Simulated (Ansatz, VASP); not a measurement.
Sn3PbO4: VASP beside Ansatz

```
Sn Pb O
1.0
     5.52774   -0.03176    0.00085
    -0.03135    5.52758   -0.00638
    -2.74668   -2.75490    5.14577
Sn Pb O
3 1 4
Direct
  0.14101 0.14055 0.28195
  0.86043 0.36094 0.72106
  0.36042 0.86103 0.72105
  0.62578 0.62500 0.25123
  0.00628 0.49779 0.50405
  0.49754 0.00619 0.50380
  0.49941 0.49936 0.50847
  0.00912 0.00913 0.50838
```

Change from the starting cell: cell x1, atoms moved at random (sigma 0.05 Å) and cell strained at random (1.5 %), then relaxed without symmetry.

Alike in both runs: functional PBE; k mesh 4 × 4 × 4; occupations gaussian, width 0.1 eV; no spin polarisation.

Ansatz relaxed the structure, and its values are those at the end. VASP's run is a single point on that final structure, the one shown.

|  | VASP | Ansatz |
| --- | --- | --- |
| version | VASP 6.6.1 | Ansatz 0.2.0 |
| potentials or method | VASP PAW PBE potentials, release 64 (Sn_d, Pb_d, O), cutoff 520 eV | scalar-relativistic, plane waves, PAW |
| valence electrons in the cell | 80 | 80 |

VASP gave:

```
gap on the k mesh at the Fermi level (eV) : 0.70
least direct gap on the mesh (eV)         : 1.87
pressure (GPa)                            : 0.2
rms of the force components (eV/Å)        : 0.024
```

Which values does Ansatz return?

gap on the k mesh at the Fermi level (eV): 0.69; least direct gap on the mesh (eV): 1.90; pressure (GPa): 0.1; rms of the force components (eV/Å): 0.006.

Spin-orbit coupling is off throughout.
